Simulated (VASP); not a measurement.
The system is LiCl.

```
Li Cl
1.0
     0.00000    2.57514    2.57514
     2.57514    0.00000    2.57514
     2.57514    2.57514    0.00000
Li Cl
1 1
Direct
  0.00000 0.00000 0.00000
  0.50000 0.50000 0.50000
```

| Property | Result |
| --- | --- |
| Program | VASP 6.6.1 |
| Task | relaxation of cell and atoms |
| Functional | PBEsol |
| Potentials or basis | VASP PAW PBE potentials, release 64 (Li_sv, Cl) |
| Cutoff | 600 eV |
| k mesh | 8 × 8 × 8 |
| Occupations | fermi-dirac, width 0.02 eV |
| Spin | no spin polarisation |

At the start: pressure -1.6 GPa; volume 17.08 Å³/atom.

Task: Where does the relaxation end?

Result: Over 4 steps the energy falls by 4.7 meV/atom and the volume is 16.21 Å³/atom (-5.1 %); space group Fm-3m (No. 225, to 0.05 Å).

Step by step:
```csv
step,energy change (eV),largest force (eV/Å),pressure (GPa),volume (Å³)
1,0.0000,0.0000,-1.64,34.15
2,-0.0069,0.0000,-0.90,33.29
3,-0.0094,0.0000,-0.09,32.50
4,-0.0095,0.0000,-0.04,32.41
```

Final structure:
```yaml
crystal:
  lattice:
    - [0.00000, 2.53062, 2.53062]
    - [2.53062, 0.00000, 2.53062]
    - [2.53062, 2.53062, 0.00000]
  atoms:
    - { symbol: Li, position: [0.00000, 0.00000, 0.00000] }
    - { symbol: Cl, position: [0.50000, 0.50000, 0.50000] }
```

Caveat: the cutoff is under 1.25 times the usual one of these potentials, so pressure, stress and relaxed cells hold a basis-set (Pulay) error; the PAW data sets were made with another functional, which shifts forces and pressure a little.
